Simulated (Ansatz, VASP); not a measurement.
AlNi3: VASP beside Ansatz

```
Al Ni
1.0
     3.60235    0.00000    0.00000
     0.00000    3.60235    0.00000
     0.00000    0.00000    3.60235
Al Ni
1 3
Cartesian
  0.0000 0.0000 0.0000
  0.0000 1.8012 1.8012
  1.8012 0.0000 1.8012
  1.8012 1.8012 0.0000
```

Change from the starting cell: equal strain along all axes, cell held, atoms relaxed: +1.0 %.

Alike in both runs: task single point; functional PBE; k mesh 14 × 14 × 14; occupations gaussian, width 0.1 eV; collinear spin.

|  | VASP | Ansatz |
| --- | --- | --- |
| version | VASP 6.6.1 | Ansatz 0.2.0 |
| potentials or method | VASP PAW PBE potentials, release 64 (Al, Ni), cutoff 520 eV | scalar-relativistic, plane waves, PAW |
| valence electrons in the cell | 33 | 57 |

VASP gave:

- gap on the k mesh at the Fermi level (eV): none
- pressure (GPa): -5.1
- net moment per atom (μB): 0.18
- size of the moment on the site where the two differ most (μB): 0.26

Estimate Ansatz's values.

gap on the k mesh at the Fermi level (eV): none; pressure (GPa): -5.1; net moment per atom (μB): 0.19; size of the moment on the site where the two differ most (μB): 0.28.

Site moments also hang on the region over which each program counts them. A gap of «none» marks a metal or a gap that the smearing closes. The functional is the same, so the differences come from potentials, cutoffs and numerics. VASP's potentials hold 33 valence electrons a cell and Ansatz's 57, so a difference there can come from the potentials and not from the codes.
